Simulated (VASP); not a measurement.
# MgO (P6_3/mmc) in VASP: a series of runs

MgO is run at these levels: r2SCAN; tasks: single point.

Everything below comes from runs of VASP 6.6.1. Logs are shortened: lines on timing, memory, paths and dates and some standing lists are left out, and cuts for length are marked.

## Step 1: The cell of the first run

The structure is hexagonal, space group P6_3/mmc (No. 194). The conventional cell has a = 3.484 Å, b = 3.484 Å, c = 4.186 Å, α = 90.00°, β = 90.00°, γ = 120.00°. Mg (site symmetry -6m2) has 5 O at 2.01 to 2.09 Å within 2.7 Å. Within 2.7 Å of O (site symmetry -6m2) lie 5 Mg at 2.01 to 2.09 Å.

## Step 2: Single point, r2SCAN

The input, POSCAR:

```
MgO
1.0
    3.4841042127      0.0000000000      0.0000000000
   -1.7420521064      3.0173227576      0.0000000000
    0.0000000000      0.0000000000      4.1856875957
Mg O
2 2
Direct
    0.6666666667      0.3333333333      0.7500000000
    0.3333333333      0.6666666667      0.2500000000
    0.6666666667      0.3333333333      0.2500000000
    0.3333333333      0.6666666667      0.7500000000
```

The input, INCAR.step1:

```
SYSTEM = MgO
PREC     = Accurate       ! precision mode
ENCUT    = 660            ! plane-wave cutoff, eV
ISMEAR   = 0              ! smearing method
SIGMA    = 0.02           ! smearing width, eV
LREAL    = .False.        ! projectors in reciprocal space
LASPH    = .True.         ! aspherical terms in the spheres
NELM     = 120            ! most SCF steps
NBANDS   = 24             ! bands
GGA      = PE             ! functional
ALGO     = Normal         ! electronic algorithm
EDIFF    = 1E-5           ! SCF threshold, eV
LWAVE    = .True.         ! write WAVECAR
LCHARG   = .False.        ! write CHGCAR
GGA_COMPAT= .False.
```

The input, INCAR.step2:

```
SYSTEM = MgO
PREC     = Accurate       ! precision mode
ENCUT    = 660            ! plane-wave cutoff, eV
EDIFF    = 1E-6           ! SCF threshold, eV
ISMEAR   = 0              ! smearing method
SIGMA    = 0.02           ! smearing width, eV
LREAL    = .False.        ! projectors in reciprocal space
LASPH    = .True.         ! aspherical terms in the spheres
NELM     = 120            ! most SCF steps
ALGO     = Normal         ! electronic algorithm
ISIF     = 2              ! what is computed and relaxed
LWAVE    = .False.        ! write WAVECAR
LCHARG   = .False.        ! write CHGCAR
METAGGA  = R2SCAN         ! meta-GGA
LMIXTAU  = .True.       
NBANDS   = 24             ! bands
ISTART   = 1            
GGA_COMPAT= .False.
```

The input, KPOINTS:

```
regular mesh
0
Gamma
  6 6 6
  0 0 0
```

Potentials or basis: VASP PAW PBE potentials, release 64 (Mg_sv, O).

Command:

```
$ cat potpaw_PBE.64/Mg_sv/POTCAR potpaw_PBE.64/O/POTCAR > POTCAR
$ cp INCAR.step1 INCAR
$ mpirun -np 1 vasp_std > vasp.out
$ cp INCAR.step2 INCAR
$ mpirun -np 1 vasp_std > vasp.out
```

OUTCAR:

```text
SYSTEM = MgO
   PREC = Accurate
   ENCUT = 660
   EDIFF = 1E-6
   ISMEAR = 0
   LREAL = .False.
   LASPH = .True.
   NELM = 120
   ISIF = 2
   METAGGA = R2SCAN
   ISTART = 1

 ion  position               nearest neighbor table
   1  0.667  0.333  0.750-   4 2.01   4 2.01   4 2.01   3 2.09   3 2.09
   2  0.333  0.667  0.250-   3 2.01   3 2.01   3 2.01   4 2.09   4 2.09
   3  0.667  0.333  0.250-   2 2.01   2 2.01   2 2.01   1 2.09   1 2.09
   4  0.333  0.667  0.750-   1 2.01   1 2.01   1 2.01   2 2.09   2 2.09

  LATTYP: Found a hexagonal cell.
 ALAT       =     3.4841042127
 C/A-ratio  =     1.2013669340

  Lattice vectors:

 A1 = (   3.4841042127,   0.0000000000,   0.0000000000)
 A2 = (  -1.7420521064,   3.0173227576,   0.0000000000)
 A3 = (   0.0000000000,   0.0000000000,   4.1856875957)

Analysis of symmetry for initial positions (statically):
=====================================================================
 Subroutine PRICEL returns:
 Original cell was already a primitive cell.

 Routine SETGRP: Setting up the symmetry group for a
 hexagonal supercell.

 Subroutine GETGRP returns: Found 24 space group operations
 (whereof 12 operations were pure point group operations)
 out of a pool of 24 trial point group operations.

The static configuration has the point symmetry D_3d.
 The point group associated with its full space group is D_6h.

Analysis of symmetry for dynamics (positions and initial velocities):
=====================================================================
 Subroutine PRICEL returns:
 Original cell was already a primitive cell.

 Routine SETGRP: Setting up the symmetry group for a
 hexagonal supercell.

 Subroutine GETGRP returns: Found 24 space group operations
 (whereof 12 operations were pure point group operations)
 out of a pool of 24 trial point group operations.

The dynamic configuration has the point symmetry D_3d.
 The point group associated with its full space group is D_6h.

 Subroutine INISYM returns: Found 24 space group operations
 (whereof 12 operations are pure point group operations),
 and found     1 'primitive' translations

----------------------------------------------------------------------------------------

                                     Primitive cell

  volume of cell :      44.0027

  direct lattice vectors                    reciprocal lattice vectors
     3.484104213  0.000000000  0.000000000     0.287017821  0.165709816  0.000000000
    -1.742052106  3.017322758  0.000000000     0.000000000  0.331419633  0.000000000
     0.000000000  0.000000000  4.185687596     0.000000000  0.000000000  0.238909373

  length of vectors
     3.484104213  3.484104213  4.185687596     0.331419633  0.331419633  0.238909373

  position of ions in fractional coordinates (direct lattice)
     0.666666667  0.333333333  0.750000000
     0.333333333  0.666666667  0.250000000
     0.666666667  0.333333333  0.250000000
     0.333333333  0.666666667  0.750000000

  ion indices of the primitive-cell ions
   primitive index   ion index
                 1           1
                 2           2
                 3           3
                 4           4

----------------------------------------------------------------------------------------

 KPOINTS: regular mesh

Automatic generation of k-mesh.
 Grid dimensions read from file:
 generate k-points for:    6    6    6

 Generating k-lattice:

  Cartesian coordinates                     Fractional coordinates (reciprocal lattice)
     0.047836304  0.027618303  0.000000000     0.166666667  0.000000000  0.000000000
     0.000000000  0.055236605  0.000000000     0.000000000  0.166666667  0.000000000
     0.000000000  0.000000000  0.039818229     0.000000000  0.000000000  0.166666667

  Length of vectors
     0.055236605  0.055236605  0.039818229

  Shift w.r.t. Gamma in fractional coordinates (k-lattice)
     0.000000000  0.000000000  0.000000000

 Subroutine IBZKPT returns following result:
 ===========================================

 Found     28 irreducible k-points:

 Following reciprocal coordinates:
            Coordinates               Weight
  0.000000  0.000000  0.000000      1.000000
  0.166667  0.000000  0.000000      6.000000
  0.333333  0.000000  0.000000      6.000000
  0.500000  0.000000  0.000000      3.000000
  0.166667  0.166667  0.000000      6.000000
  0.333333  0.166667  0.000000     12.000000
[... 16 lines left out ...]
  0.166667  0.000000  0.500000      6.000000
  0.333333  0.000000  0.500000      6.000000
 [... further k-points ...]
   k-points           NKPTS =     28   k-points in BZ     NKDIM =     28   number of bands    NBANDS=     24
   number of dos      NEDOS =    301   number of ions     NIONS =      4
   total plane-waves  NPLWV =  32400
   dimension x,y,z NGX =    30 NGY =   30 NGZ =   36
   dimension x,y,z NGXF=    60 NGYF=   60 NGZF=   72
   ions per type =               2   2
   NGX,Y,Z   is equivalent  to a cutoff of  14.31, 14.31, 14.30 a.u.
   NGXF,Y,Z  is equivalent  to a cutoff of  28.63, 28.63, 28.60 a.u.
 SYSTEM =  MgO
   PREC   = accura    normal or accurate (medium, high low for compatibility)
   ISTART =      1    job   : 0-new  1-cont  2-samecut
   ICHARG =      0    charge: 1-file 2-atom 10-const
   ISPIN  =      1    spin polarized calculation?
   LNONCOLLINEAR =      F non collinear calculations
   LSORBIT =      F    spin-orbit coupling
   LASPH  =      T    aspherical Exc in radial PAW
   ENCUT  =  660.0 eV  48.51 Ry    6.96 a.u.   7.30  7.30  8.77*2*pi/ulx,y,z
   NELM   =    120;   NELMIN=  2; NELMDL=  0     # of ELM steps
   EDIFF  = 0.1E-05   stopping-criterion for ELM
   LREAL  =      F    real-space projection
   EDIFFG = 0.1E-04   stopping-criterion for IOM
   NSW    =      0    number of steps for IOM
   IBRION =     -1    ionic relax: 0-MD 1-quasi-New 2-CG
   NFREE  =      0    steps in history (QN), initial steepest desc. (CG)
   ISIF   =      2    stress and relaxation
   ISYM   =      2    0-nonsym 1-usesym 2-fastsym
   POTIM  = 0.5000    time-step for ionic-motion
   TEBEG  =    0.0;   TEEND  =   0.0 temperature during run
   PSTRESS=    0.0 pullay stress
   NELECT =      32.0000    total number of electrons
   NUPDOWN=      -1.0000    fix difference up-down
   EMIN   =  10.00;   EMAX   =-10.00  energy-range for DOS
   EFERMI =   0.00;   METHOD = LEGACY
   ISMEAR =     0;   SIGMA  =   0.02  broadening in eV -4-tet -1-fermi 0-gaus
   EFERMI_NEDOS =   21; number of points for ismear=-14 and -15
   IALGO  =     38    algorithm
   IMIX   =      4    mixing-type and parameters
     AMIX     =   0.40;   BMIX     =  1.00
     AMIX_MAG =   1.60;   BMIX_MAG =  1.00
  volume/ion in A,a.u.               =      11.00        74.24
  Fermi-wavevector in a.u.,A,eV,Ry     =   1.472194  2.782042 29.488640  2.167354
  Thomas-Fermi vector in A             =   2.587238
   LORBIT       =      0    0 simple, 1 ext, 2 COOP (PROOUT), +10 PAW based schemes
   METAGGA = R2SCAN    functional components
   LHFCALC =     F    Hartree Fock is set to
   AEXX    =    0.0000 exact exchange contribution
   IVDW    =     0    specifies the selected vdW correction
   LEPSILON=     F    determine dielectric tensor
   LRPA    =     F    only Hartree local field effects (RPA)
 non-spin polarized calculation
 Gauss-broadening in eV      SIGMA  =   0.02
  energy-cutoff  :      660.00
  volume of cell :       44.00
 maximum number of plane-waves:      1722
 NGX is ok and might be reduce to    30
   NGX = 15   NGY = 15   NGZ = 17

 number of electron      32.0000013 magnetization

 Free energy of the ion-electron system (eV)
  ---------------------------------------------------
  ext. energy  EPLUGINS =         0.00000000
  ---------------------------------------------------
  free energy    TOTEN  =       -32.09698045 eV

  energy without entropy =      -32.09698045  energy(sigma->0) =      -32.09698045

 E-fermi :   1.6271     XC(G=0): -10.9375

 val. band max:        1.3679783898   @ k =   0.0000   0.0000   0.0000
 cond. band min:       5.4730306280   @ k =   0.0000   0.0000   0.0000
 fundamental gap:      4.1050522383
 Fermi energy:         1.6270831120

 k-point     1 :       0.0000    0.0000    0.0000
  band No.  band energies     occupation
      1     -73.5398      2.00000
      2     -73.5281      2.00000
      3     -38.6961      2.00000
      4     -38.6780      2.00000
      5     -38.6780      2.00000
      6     -38.6515      2.00000
[... 16 lines left out ...]
     23      18.1079      0.00000
     24      18.2560      0.00000

 k-point     2 :       0.1667    0.0000    0.0000
  band No.  band energies     occupation
      1     -73.5390      2.00000
      2     -73.5286      2.00000
      3     -38.6917      2.00000
      4     -38.6812      2.00000
      5     -38.6801      2.00000
      6     -38.6569      2.00000
[... 16 lines left out ...]
     23      17.1705      0.00000
     24      17.2918      0.00000

 k-point     3 :       0.3333    0.0000    0.0000
  band No.  band energies     occupation
      1     -73.5368      2.00000
      2     -73.5301      2.00000
      3     -38.6880      2.00000
      4     -38.6842      2.00000
      5     -38.6797      2.00000
      6     -38.6674      2.00000
[... 16 lines left out ...]
     23      16.5546      0.00000
     24      17.1922      0.00000
[... 514 lines left out ...]
 k-point    23 :       0.1667    0.0000    0.5000
  band No.  band energies     occupation
      1     -73.5338      2.00000
      2     -73.5338      2.00000
      3     -38.6832      2.00000
      4     -38.6832      2.00000
      5     -38.6654      2.00000
      6     -38.6654      2.00000
[... 16 lines left out ...]
     23      18.0895      0.00000
     24      18.0895      0.00000

 k-point    24 :       0.3333    0.0000    0.5000
  band No.  band energies     occupation
      1     -73.5334      2.00000
      2     -73.5334      2.00000
      3     -38.7006      2.00000
      4     -38.7006      2.00000
      5     -38.6673      2.00000
      6     -38.6673      2.00000
[... 16 lines left out ...]
     23      17.4148      0.00000
     24      17.4148      0.00000

 [... further k-points ...]

------------------------ aborting loop because EDIFF is reached ----------------------------------------

  FORCE on cell =-STRESS in cart. coord.  units (eV):
  Direction    XX          YY          ZZ          XY          YZ          ZX
  --------------------------------------------------------------------------------------
  -------------------------------------------------------------------------------------
  Total       -0.0746361     -0.0746361     -0.0589745      0.0000000      0.0000000      0.0000000
  in kB       -2.7175647     -2.7175647     -2.1473134      0.0000000      0.0000000      0.0000000
  external PRESSURE =      -2.5274810 kB  Pullay stress =       0.0000000 kB

 VOLUME and BASIS-vectors are now :
 -----------------------------------------------------------------------------
  energy-cutoff  :      660.00
  volume of cell :       44.00
      direct lattice vectors                 reciprocal lattice vectors
     3.484104213  0.000000000  0.000000000     0.287017821  0.165709816  0.000000000
    -1.742052106  3.017322758  0.000000000     0.000000000  0.331419633  0.000000000
     0.000000000  0.000000000  4.185687596     0.000000000  0.000000000  0.238909373

 POSITION                                       TOTAL-FORCE (eV/Angst)
 -----------------------------------------------------------------------------------
      1.74205      1.00577      3.13927        -0.000000      0.000000      0.000000
     -0.00000      2.01155      1.04642        -0.000000      0.000000      0.000000
      1.74205      1.00577      1.04642         0.000000     -0.000000      0.000000
     -0.00000      2.01155      3.13927        -0.000000      0.000000      0.000000
 -----------------------------------------------------------------------------------
    total drift:                               -0.000000      0.000000     -0.000000

  FREE ENERGIE OF THE ION-ELECTRON SYSTEM (eV)
  ---------------------------------------------------
  free  energy   TOTEN  =       -32.0969804514 eV

  energy  without entropy=      -32.0969804514  energy(sigma->0) =      -32.09698045
```

It took 94 s on 1 thread of AMD EPYC 9R45 (Zen 5), shared host; peak memory 0.16 GiB.

What came out:

```yaml
Free_energy: -32.0970 eV
Pressure: -0.3 GPa
Band_gap_on_the_k_mesh: 4.11 eV
```

Levels at points of the mesh, in eV from the valence-band top:
```tsv
k point	band 13	band 14	band 15	band 16	band 17	band 18	band 19	band 20
(0.00, 0.00, 0.00)	-1.76	-0.84	-0.84	0.00	4.10	10.46	13.17	13.51
(0.50, 0.00, 0.00)	-2.36	-1.96	-1.30	-0.54	7.67	10.07	10.62	13.38
(0.00, 0.00, 0.50)	-1.32	-1.32	-1.32	-1.32	7.15	7.15	13.89	13.89
(0.50, 0.00, 0.50)	-1.55	-1.55	-0.83	-0.83	8.04	8.04	13.07	13.07
```

Caveat: the PAW data sets were made with another functional, which shifts forces and pressure a little.

## Step 3: Single point, r2SCAN

POSCAR is that of step 2.

The input, INCAR.step1:

```
SYSTEM = MgO
PREC     = Accurate       ! precision mode
ENCUT    = 660            ! plane-wave cutoff, eV
ISMEAR   = 0              ! smearing method
SIGMA    = 0.05           ! smearing width, eV
LREAL    = .FALSE.        ! projectors in reciprocal space
LASPH    = .TRUE.         ! aspherical terms in the spheres
NELM     = 120            ! most SCF steps
NBANDS   = 24             ! bands
GGA      = PE             ! functional
ALGO     = Normal         ! electronic algorithm
EDIFF    = 1E-5           ! SCF threshold, eV
LWAVE    = .TRUE.         ! write WAVECAR
LCHARG   = .FALSE.        ! write CHGCAR
GGA_COMPAT= .FALSE.
```

The input, INCAR.step2:

```
SYSTEM = MgO
PREC     = Accurate       ! precision mode
ENCUT    = 660            ! plane-wave cutoff, eV
EDIFF    = 1E-6           ! SCF threshold, eV
ISMEAR   = 0              ! smearing method
SIGMA    = 0.05           ! smearing width, eV
LREAL    = .FALSE.        ! projectors in reciprocal space
LASPH    = .TRUE.         ! aspherical terms in the spheres
NELM     = 120            ! most SCF steps
ALGO     = Normal         ! electronic algorithm
ISIF     = 2              ! what is computed and relaxed
LWAVE    = .FALSE.        ! write WAVECAR
LCHARG   = .FALSE.        ! write CHGCAR
METAGGA  = R2SCAN         ! meta-GGA
LMIXTAU  = .TRUE.       
NBANDS   = 24             ! bands
ISTART   = 1            
GGA_COMPAT= .FALSE.
```

The input, KPOINTS:

```
Automatic mesh
0
G
  12 12 6
  0 0 0
```

Potentials or basis: VASP PAW PBE potentials, release 64 (Mg_sv, O).

Command:

```
$ cat potpaw_PBE.64/Mg_sv/POTCAR potpaw_PBE.64/O/POTCAR > POTCAR
$ cp INCAR.step1 INCAR
$ mpirun -np 1 vasp_std > vasp.out
$ cp INCAR.step2 INCAR
$ mpirun -np 1 vasp_std > vasp.out
```

It took 2.8 min on 1 thread of Intel Xeon 6975P-C (Granite Rapids), shared host; peak memory 0.23 GiB.

Results (log left out):

```yaml
Free_energy: -32.0970 eV
Pressure: -0.3 GPa
Band_gap_on_the_k_mesh: 4.11 eV
```

Levels at points of the mesh, in eV from the valence-band top:
```csv
k point,band 13,band 14,band 15,band 16,band 17,band 18,band 19,band 20
"(0.00, 0.00, 0.00)",-1.76,-0.84,-0.84,0.00,4.11,10.46,13.17,13.51
"(0.50, 0.00, 0.00)",-2.36,-1.96,-1.30,-0.54,7.67,10.07,10.62,13.38
"(0.00, 0.00, 0.50)",-1.32,-1.32,-1.32,-1.32,7.15,7.15,13.89,13.89
"(0.50, 0.00, 0.50)",-1.55,-1.55,-0.83,-0.83,8.04,8.04,13.07,13.07
```

Caveat: the PAW data sets were made with another functional, which shifts forces and pressure a little. A k mesh can miss the band edges.
